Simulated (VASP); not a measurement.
# Mg (P6_3/mmc) in VASP: further runs

Aim: see how the results for Mg move with the level of theory and the settings. Levels: PBEsol+D3(BJ), PBEsol+D4. Tasks: single point.

Everything below comes from runs of VASP 6.6.1. Logs are shortened: lines on timing, memory, paths and dates and some standing lists are left out, and cuts for length are marked.

## 1. The cell of the first run

The structure is hexagonal, space group P6_3/mmc (No. 194). The conventional cell has a = 3.209 Å, b = 3.209 Å, c = 5.210 Å, α = 90.00°, β = 90.00°, γ = 120.00°. Within 4.2 Å of Mg (site symmetry -6m2) lie 12 Mg at 3.20 to 3.21 Å.

## 2. Single point, PBEsol+D3(BJ)

Input file INCAR:

```
SYSTEM = Mg
PREC = Accurate
ENCUT = 600
EDIFF = 1E-6
ISMEAR = -1
SIGMA = 0.05
LREAL = .False.
LASPH = .True.
NELM = 120
ALGO = Normal
ISIF = 2
LWAVE = .False.
LCHARG = .False.
GGA = PS
IVDW = 12
NBANDS = 9
GGA_COMPAT = .False.
```

Input file KPOINTS:

```
regular mesh
0
Gamma
  10 10 5
  0 0 0
```

Input file POSCAR:

```
Mg
1.0
    3.2093000000      0.0000000000      0.0000000000
   -1.6046500000      2.7793353284      0.0000000000
    0.0000000000      0.0000000000      5.2103000000
Mg
2
Direct
    0.6666666667      0.3333333333      0.7500000000
    0.3333333333      0.6666666667      0.2500000000
```

Potentials or basis: VASP PAW PBE potentials, release 64 (Mg).

Started as:

```console
> cat potpaw_PBE.64/Mg/POTCAR > POTCAR
> mpirun -np 1 vasp_std > vasp.out
```

OUTCAR:

```text
SYSTEM = Mg
   PREC = Accurate
   ENCUT = 600
   EDIFF = 1E-6
   ISMEAR = -1
   LREAL = .False.
   LASPH = .True.
   NELM = 120
   ISIF = 2
   GGA = PS
   IVDW = 12
 IVDW          = 12

 ion  position               nearest neighbor table
   1  0.667  0.333  0.750-   2 3.20   2 3.20   2 3.20   2 3.20   2 3.20   2 3.20
   2  0.333  0.667  0.250-   1 3.20   1 3.20   1 3.20   1 3.20   1 3.20   1 3.20

  LATTYP: Found a hexagonal cell.
 ALAT       =     3.2093000000
 C/A-ratio  =     1.6235004518

  Lattice vectors:

 A1 = (   3.2093000000,   0.0000000000,   0.0000000000)
 A2 = (  -1.6046500000,   2.7793353284,   0.0000000000)
 A3 = (   0.0000000000,   0.0000000000,   5.2103000000)

Analysis of symmetry for initial positions (statically):
=====================================================================
 Subroutine PRICEL returns:
 Original cell was already a primitive cell.

 Routine SETGRP: Setting up the symmetry group for a
 hexagonal supercell.

 Subroutine GETGRP returns: Found 24 space group operations
 (whereof 12 operations were pure point group operations)
 out of a pool of 24 trial point group operations.

The static configuration has the point symmetry D_3d.
 The point group associated with its full space group is D_6h.

Analysis of symmetry for dynamics (positions and initial velocities):
=====================================================================
 Subroutine PRICEL returns:
 Original cell was already a primitive cell.

 Routine SETGRP: Setting up the symmetry group for a
 hexagonal supercell.

 Subroutine GETGRP returns: Found 24 space group operations
 (whereof 12 operations were pure point group operations)
 out of a pool of 24 trial point group operations.

The dynamic configuration has the point symmetry D_3d.
 The point group associated with its full space group is D_6h.

 Subroutine INISYM returns: Found 24 space group operations
 (whereof 12 operations are pure point group operations),
 and found     1 'primitive' translations

----------------------------------------------------------------------------------------

                                     Primitive cell

  volume of cell :      46.4744

  direct lattice vectors                    reciprocal lattice vectors
     3.209300000  0.000000000  0.000000000     0.311594429  0.179899127  0.000000000
    -1.604650000  2.779335328  0.000000000     0.000000000  0.359798255  0.000000000
     0.000000000  0.000000000  5.210300000     0.000000000  0.000000000  0.191927528

  length of vectors
     3.209300000  3.209300000  5.210300000     0.359798255  0.359798255  0.191927528

  position of ions in fractional coordinates (direct lattice)
     0.666666667  0.333333333  0.750000000
     0.333333333  0.666666667  0.250000000

  ion indices of the primitive-cell ions
   primitive index   ion index
                 1           1
                 2           2

----------------------------------------------------------------------------------------

 KPOINTS: regular mesh

Automatic generation of k-mesh.
 Grid dimensions read from file:
 generate k-points for:   10   10    5

 Generating k-lattice:

  Cartesian coordinates                     Fractional coordinates (reciprocal lattice)
     0.031159443  0.017989913  0.000000000     0.100000000 -0.000000000  0.000000000
     0.000000000  0.035979825  0.000000000     0.000000000  0.100000000  0.000000000
     0.000000000  0.000000000  0.038385506     0.000000000  0.000000000  0.200000000

  Length of vectors
     0.035979825  0.035979825  0.038385506

  Shift w.r.t. Gamma in fractional coordinates (k-lattice)
     0.000000000  0.000000000  0.000000000

 Subroutine IBZKPT returns following result:
 ===========================================

 Found     42 irreducible k-points:

 Following reciprocal coordinates:
            Coordinates               Weight
  0.000000  0.000000  0.000000      1.000000
  0.100000  0.000000  0.000000      6.000000
  0.200000  0.000000  0.000000      6.000000
  0.300000  0.000000  0.000000      6.000000
  0.400000  0.000000  0.000000      6.000000
  0.500000  0.000000  0.000000      3.000000
[... 16 lines left out ...]
  0.300000  0.100000  0.200000     24.000000
  0.400000  0.100000  0.200000     24.000000
 [... further k-points ...]
   k-points           NKPTS =     42   k-points in BZ     NKDIM =     42   number of bands    NBANDS=      9
   number of dos      NEDOS =    301   number of ions     NIONS =      2
   total plane-waves  NPLWV =  32928
   dimension x,y,z NGX =    28 NGY =   28 NGZ =   42
   dimension x,y,z NGXF=    56 NGYF=   56 NGZF=   84
   ions per type =               2
   NGX,Y,Z   is equivalent  to a cutoff of  14.50, 14.50, 13.40 a.u.
   NGXF,Y,Z  is equivalent  to a cutoff of  29.01, 29.01, 26.80 a.u.
 SYSTEM =  Mg
   PREC   = accura    normal or accurate (medium, high low for compatibility)
   ISTART =      0    job   : 0-new  1-cont  2-samecut
   ICHARG =      2    charge: 1-file 2-atom 10-const
   ISPIN  =      1    spin polarized calculation?
   LNONCOLLINEAR =      F non collinear calculations
   LSORBIT =      F    spin-orbit coupling
   LASPH  =      T    aspherical Exc in radial PAW
   ENCUT  =  600.0 eV  44.10 Ry    6.64 a.u.   6.41  6.41 10.41*2*pi/ulx,y,z
   NELM   =    120;   NELMIN=  2; NELMDL= -5     # of ELM steps
   EDIFF  = 0.1E-05   stopping-criterion for ELM
   LREAL  =      F    real-space projection
   EDIFFG = 0.1E-04   stopping-criterion for IOM
   NSW    =      0    number of steps for IOM
   IBRION =     -1    ionic relax: 0-MD 1-quasi-New 2-CG
   NFREE  =      0    steps in history (QN), initial steepest desc. (CG)
   ISIF   =      2    stress and relaxation
   ISYM   =      2    0-nonsym 1-usesym 2-fastsym
   POTIM  = 0.5000    time-step for ionic-motion
   TEBEG  =    0.0;   TEEND  =   0.0 temperature during run
   PSTRESS=    0.0 pullay stress
   NELECT =       4.0000    total number of electrons
   NUPDOWN=      -1.0000    fix difference up-down
   EMIN   =  10.00;   EMAX   =-10.00  energy-range for DOS
   EFERMI =   0.00;   METHOD = LEGACY
   ISMEAR =    -1;   SIGMA  =   0.05  broadening in eV -4-tet -1-fermi 0-gaus
   EFERMI_NEDOS =   21; number of points for ismear=-14 and -15
   IALGO  =     38    algorithm
   IMIX   =      4    mixing-type and parameters
     AMIX     =   0.40;   BMIX     =  1.00
     AMIX_MAG =   1.60;   BMIX_MAG =  1.00
  volume/ion in A,a.u.               =      23.24       156.81
  Fermi-wavevector in a.u.,A,eV,Ry     =   0.722809  1.365911  7.108401  0.522453
  Thomas-Fermi vector in A             =   1.812866
   LORBIT       =      0    0 simple, 1 ext, 2 COOP (PROOUT), +10 PAW based schemes
   GGA     = PS    functional components
   LHFCALC =     F    Hartree Fock is set to
   AEXX    =    0.0000 exact exchange contribution
   IVDW    =    12    specifies the selected vdW correction
   LEPSILON=     F    determine dielectric tensor
   LRPA    =     F    only Hartree local field effects (RPA)
 non-spin polarized calculation
  energy-cutoff  :      600.00
  volume of cell :       46.47
 maximum number of plane-waves:      1578
 NGX is ok and might be reduce to    28

 number of electron       4.0000000 magnetization

 Free energy of the ion-electron system (eV)
  ---------------------------------------------------
  ext. energy  EPLUGINS =         0.00000000
  ---------------------------------------------------
  free energy    TOTEN  =        -3.43705141 eV

  energy without entropy =       -3.42518236  energy(sigma->0) =       -3.43111689

 E-fermi :   2.5559     XC(G=0):  -8.4957

 val. band max:        2.5095654206   @ k =   0.4000   0.1000   0.4000
 cond. band min:       2.5725806084   @ k =   0.2000   0.1000   0.0000
 fundamental gap:      0.0630151878
 Fermi energy:         2.5559499936

 k-point     1 :       0.0000    0.0000    0.0000
  band No.  band energies     occupation
      1      -4.3475      2.00000
      2       0.8645      2.00000
      3       1.2900      2.00000
      4      13.3844      0.00000
      5      13.3844      0.00000
      6      13.4776      0.00000
      7      13.4776      0.00000
      8      14.2778      0.00000
      9      15.8542      0.00000

 k-point     2 :       0.1000    0.0000    0.0000
  band No.  band energies     occupation
      1      -4.1524      2.00000
      2       1.0431      2.00000
      3       1.4797      2.00000
      4      10.6113      0.00000
      5      11.9563      0.00000
      6      12.7643      0.00000
      7      15.1435      0.00000
      8      15.1606      0.00000
      9      15.2844      0.00000

 k-point     3 :       0.2000    0.0000    0.0000
  band No.  band energies     occupation
      1      -3.5694      2.00000
      2       1.5792      2.00000
      3       2.0376      1.99994
      4       7.6614      0.00000
      5      10.8081      0.00000
      6      11.2887      0.00000
      7      12.3586      0.00000
      8      13.5162      0.00000
      9      15.3732      0.00000

 k-point     4 :       0.3000    0.0000    0.0000
  band No.  band energies     occupation
      1      -2.6054      2.00000
      2       2.4737      1.67659
      3       2.8844      0.00280
      4       5.0591      0.00000
      5       9.6346      0.00000
      6       9.6827      0.00000
      7       9.9898      0.00000
      8      11.8763      0.00000
      9      14.4224      0.00000
[... 205 lines left out ...]
 k-point    22 :       0.2000    0.1000    0.2000
  band No.  band energies     occupation
      1      -2.7708      2.00000
      2       0.4501      2.00000
      3       4.5761      0.00000
      4       6.6411      0.00000
      5       8.2992      0.00000
      6       9.7517      0.00000
      7      11.3665      0.00000
      8      13.3146      0.00000
      9      13.5905      0.00000

 k-point    23 :       0.3000    0.1000    0.2000
  band No.  band energies     occupation
      1      -1.6250      2.00000
      2       1.5358      2.00000
      3       3.9444      0.00000
      4       5.7875      0.00000
      5       6.8723      0.00000
      6       8.0486      0.00000
      7      10.5752      0.00000
      8      11.4345      0.00000
      9      13.2945      0.00000

 k-point    24 :       0.4000    0.1000    0.2000
  band No.  band energies     occupation
      1      -0.1215      2.00000
      2       1.6779      2.00000
      3       3.1267      0.00002
      4       4.8567      0.00000
      5       6.7967      0.00000
      6       7.7740      0.00000
      7       9.2667      0.00000
      8      10.5330      0.00000
      9      12.9882      0.00000

 [... further k-points ...]

------------------------ aborting loop because EDIFF is reached ----------------------------------------

 Edisp (eV)   -0.51612

 E8    (eV) :    -0.3421

  FORCE on cell =-STRESS in cart. coord.  units (eV):
  Direction    XX          YY          ZZ          XY          YZ          ZX
  --------------------------------------------------------------------------------------
  -------------------------------------------------------------------------------------
  Total      -0.97147    -0.97147    -0.63793     0.00000    -0.00000     0.00000
  in kB     -33.49085   -33.49085   -21.99210     0.00000    -0.00000     0.00000
  external pressure =      -29.66 kB  Pullay stress =        0.00 kB

 VOLUME and BASIS-vectors are now :
 -----------------------------------------------------------------------------
  energy-cutoff  :      600.00
  volume of cell :       46.47
      direct lattice vectors                 reciprocal lattice vectors
     3.209300000  0.000000000  0.000000000     0.311594429  0.179899127  0.000000000
    -1.604650000  2.779335328  0.000000000     0.000000000  0.359798255  0.000000000
     0.000000000  0.000000000  5.210300000     0.000000000  0.000000000  0.191927528

 POSITION                                       TOTAL-FORCE (eV/Angst)
 -----------------------------------------------------------------------------------
      1.60465      0.92645      3.90773         0.000000      0.000000      0.000000
     -0.00000      1.85289      1.30258        -0.000000      0.000000      0.000000
 -----------------------------------------------------------------------------------
    total drift:                                0.000000     -0.000000      0.000000

  FREE ENERGIE OF THE ION-ELECTRON SYSTEM (eV)
  ---------------------------------------------------
  free  energy   TOTEN  =        -3.9531749137 eV

  energy  without entropy=       -3.9413058647  energy(sigma->0) =       -3.94724039
```

Run time: 17 s. Hardware: 1 thread of Intel Xeon Platinum 8488C (Sapphire Rapids), shared host; peak memory 0.18 GiB.

What came out:

```
Free energy                : -3.9532 eV
Pressure                   : -3.0 GPa
Band gap on the k mesh     : zero (band 2 reaches 3.19 eV, above the bottom of band 3 at 1.29 eV)
Dispersion energy per atom : -0.258 eV
```

Caveat: three body term missing; the PAW data sets were made with another functional, which shifts forces and pressure a little; pairwise dispersion overbinds metals, which lowers pressure and volume.

## 3. Single point, PBEsol+D4

This run uses another cell than the first one, of the same volume but with other edges.

Input file INCAR:

```
SYSTEM = Mg
PREC = Accurate ; ENCUT = 600
EDIFF = 1E-6 ; ISMEAR = -1
SIGMA = 0.05 ; LREAL = .False.
LASPH = .True. ; NELM = 120
ALGO = Normal ; ISIF = 2
LWAVE = .False. ; LCHARG = .False.
GGA = PS ; IVDW = 13
NBANDS = 9 ; GGA_COMPAT = .False.
```

Input file KPOINTS:

```
Automatic mesh
0
Gamma
  10 10 5
  0 0 0
```

Input file POSCAR:

```
Mg
1.0
    3.1737846995      0.0000000000      0.0000000000
   -1.5868923498      2.7485781759      0.0000000000
    0.0000000000      0.0000000000      5.3256570569
Mg
2
Direct
    0.6666666667      0.3333333333      0.7500000000
    0.3333333333      0.6666666667      0.2500000000
```

Potentials or basis: VASP PAW PBE potentials, release 64 (Mg).

Started as:

```console
> cat potpaw_PBE.64/Mg/POTCAR > POTCAR
> mpirun -np 1 vasp_std > vasp.out
```

Run time: 18 s. Hardware: 1 thread of Intel Xeon Platinum 8488C (Sapphire Rapids), shared host; peak memory 0.19 GiB.

The run converged. Its results:

```yaml
Free_energy: -3.6271 eV
Pressure: -0.1 GPa
Band_gap_on_the_k_mesh: zero (band 2 reaches 3.09 eV, above the bottom of band 3 at 0.99 eV)
Dispersion_energy_per_atom: -0.093 eV
```

Stress tensor (GPa, compression positive):
```
-0.03  0.00  0.00
 0.00 -0.03  0.00
 0.00  0.00 -0.11
```

Levels at points of the mesh, in eV from the Fermi level:
```
           k point  band 1  band 2  band 3  band 4  band 5
(0.00, 0.00, 0.00)   -6.93   -1.88   -1.59   11.15   11.15
(0.50, 0.00, 0.00)   -2.09   -2.05    2.56    2.90    2.97
```

Caveat: the PAW data sets were made with another functional, which shifts forces and pressure a little; pairwise dispersion overbinds metals, which lowers pressure and volume.
